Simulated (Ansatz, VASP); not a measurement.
**CaSe: VASP beside Ansatz**

```
Ca Se
1.0
     0.00000    3.21124    2.50477
     3.21124    0.00000    2.50477
     3.21124    3.21124    0.00000
Ca Se
1 1
Direct
  0.00000 0.00000 0.00000
  0.50000 0.50000 0.50000
```

Alike in both runs: task single point; functional PBEsol; k mesh 10 × 10 × 10; occupations gaussian, width 0.05 eV; no spin polarisation.

|  | VASP | Ansatz |
| --- | --- | --- |
| version | VASP 6.6.1 | Ansatz 0.2.0 |
| potentials or method | VASP PAW PBE potentials, release 64 (Ca_sv, Se), cutoff 520 eV | scalar-relativistic, plane waves, PAW |
| valence electrons in the cell | 16 | 26 |

Ansatz gave:

```
gap on the k mesh at the Fermi level (eV)                     : 1.48
least direct gap on the mesh (eV)                             : 1.74
pressure (GPa)                                                : 8.3
traceless stress, the component that is largest in VASP (GPa) : 27.30
```

Q: Estimate VASP's values.

A: gap on the k mesh at the Fermi level (eV): 1.45; least direct gap on the mesh (eV): 1.72; pressure (GPa): 8.6; traceless stress, the component that is largest in VASP (GPa): 27.71.

VASP's potentials were made for PBE, not for PBEsol. VASP's potentials hold 16 valence electrons a cell and Ansatz's 26, so a difference there can come from the potentials and not from the codes.
